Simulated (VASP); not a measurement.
A run of VASP 6.6.1:

POSCAR

```
Mg
1.0
    3.1659257641      0.0000000000      0.0000000000
   -1.5829628820      2.7417721382      0.0000000000
    0.0000000000      0.0000000000      5.1398819084
Mg
2
Direct
    0.6666666667      0.3333333333      0.7500000000
    0.3333333333      0.6666666667      0.2500000000
```

Contents of INCAR.step1:

```
ALGO     = Normal         # electronic algorithm
EDIFF    = 1E-5           # SCF threshold, eV
ENCUT    = 520            # plane-wave cutoff, eV
GGA      = PE             # functional
ISIF     = 2              # what is computed and relaxed
ISMEAR   = -1             # smearing method
LASPH    = T              # aspherical terms in the spheres
LREAL    = F              # projectors in reciprocal space
LWAVE    = T              # write WAVECAR
NBANDS   = 9              # bands
NELM     = 100            # most SCF steps
PREC     = Accurate       # precision mode
SIGMA    = 0.05           # smearing width, eV
```

INCAR.step2

```
AEXX     = 0.25           # exact-exchange fraction
ALGO     = Normal         # electronic algorithm
EDIFF    = 1E-6           # SCF threshold, eV
ENCUT    = 520            # plane-wave cutoff, eV
GGA      = PS             # functional
HFSCREEN = 0.207          # screening, 1/A
ISIF     = 2              # what is computed and relaxed
ISMEAR   = -1             # smearing method
ISTART   = 1            
LASPH    = T              # aspherical terms in the spheres
LCHARG   = T              # write CHGCAR
LELF     = T              # ELF
LHFCALC  = T              # exact exchange
LREAL    = F              # projectors in reciprocal space
LVHAR    = T            
LWAVE    = F              # write WAVECAR
NBANDS   = 9              # bands
NELM     = 100            # most SCF steps
PREC     = Accurate       # precision mode
PRECFOCK = Normal       
SIGMA    = 0.05           # smearing width, eV
```

Contents of KPOINTS:

```
k-points
0
Gamma
  5 5 3
```

Potentials or basis: VASP PAW PBE potentials, release 64 (Mg).

Command:

```bash
$ cat potpaw_PBE.64/Mg/POTCAR > POTCAR
$ cp INCAR.step1 INCAR
$ mpirun -np 1 vasp_std > vasp.out
$ cp INCAR.step2 INCAR
$ mpirun -np 1 vasp_std > vasp.out
```

Hardware: 1 thread of Intel(R) Xeon(R) Platinum 8488C (Sapphire Rapids), with other jobs on the host.

Q: How long does it take, and how much memory?

A: Run time: 50 s on 1 thread of Intel(R) Xeon(R) Platinum 8488C (Sapphire Rapids) (shared host), peak memory 0.26 GiB. Counts: k points 10.
